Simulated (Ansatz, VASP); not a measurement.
One calculation of LiH, two programs

```
Li H
1.0
     2.50712    0.00000    0.00000
     0.00000    2.50712    0.00000
     0.00000    0.00000    2.50712
Li H
1 1
Direct
  0.00000 0.00000 0.00000
  0.50000 0.50000 0.50000
```

Change from the starting cell: species swapped into the AlRu type (Pm-3m, No. 221).

Alike in both runs: task relaxation of cell and atoms; functional PBE; k mesh 12 × 12 × 12; occupations gaussian, width 0.02 eV; no spin polarisation.

|  | VASP | Ansatz |
| --- | --- | --- |
| version | VASP 6.6.1 | Ansatz 0.2.0 |
| potentials or method | VASP PAW PBE potentials, release 64 (Li_sv, H), cutoff 600 eV | scalar-relativistic, plane waves, PAW |
| valence electrons in the cell | 4 | 4 |

```tsv
	VASP	Ansatz	Ansatz less VASP
gap on the k mesh at the Fermi level, each at its own relaxed structure (eV)	0.73	0.71	-0.022
relaxed volume (Å³/atom)	7.88	7.88	0.000
relaxed cell length with the largest relative difference (Å)	2.507	2.507	0.0000
```

Noted on VASP's run: the cutoff is short for stress, so the pressure is rough; the relaxation stopped at its first step, so nothing moved.
